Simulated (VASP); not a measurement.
Set up this calculation in VASP 6.6.1, as the native input.

- Task: single point
- Functional: PBE
- Potentials or basis: VASP PAW PBE potentials, release 64 (In_d, Sb)
- Cutoff: 520 eV
- k mesh: 11 × 11 × 11
- Occupations: fermi-dirac, width 0.08 eV
- Spin: no spin polarisation
- Dipole correction: no
- Further INCAR settings: ALGO = Normal; EDIFF = 1e-06; NBANDS = 16

The structure of InSb (CsCl type) lies in POSCAR:

```
InSb
1.0
    3.6474867322      0.0000000000      0.0000000000
    0.0000000000      3.6474867322      0.0000000000
    0.0000000000      0.0000000000      3.6474867322
In Sb
1 1
Direct
    0.0000000000      0.0000000000      0.0000000000
    0.5000000000      0.5000000000      0.5000000000
```

This cell differs from its parent crystal: volume scaled by 0.88.

One way to write it, as run:

INCAR

```
PREC = Accurate
ENCUT = 520
EDIFF = 1E-6
ISMEAR = -1
SIGMA = 0.08
LREAL = False
LASPH = True
NELM = 100
ALGO = Normal
ISIF = 2
LWAVE = False
LCHARG = False
GGA = PE
NBANDS = 16
```

KPOINTS

```
Automatic mesh
0
Gamma
  11 11 11
```

Potentials or basis: VASP PAW PBE potentials, release 64 (In_d, Sb).

The run is started by

```console
$ cat potpaw_PBE.64/In_d/POTCAR potpaw_PBE.64/Sb/POTCAR > POTCAR
$ mpirun -np 1 vasp_std > vasp.out
```

It gave:

- Pressure: 7.7 GPa
- Band gap on the k mesh: zero (band 9 reaches 10.48 eV, above the bottom of band 10 at 6.91 eV)

Caveat: spin-orbit coupling is left out, which moves the levels of the heavy elements.

Run time: 26 s on 1 thread of Intel(R) Xeon(R) Platinum 8259CL CPU @ 2.50GHz (Skylake/Cascade Lake), on a shared host, peak memory 0.18 GiB.
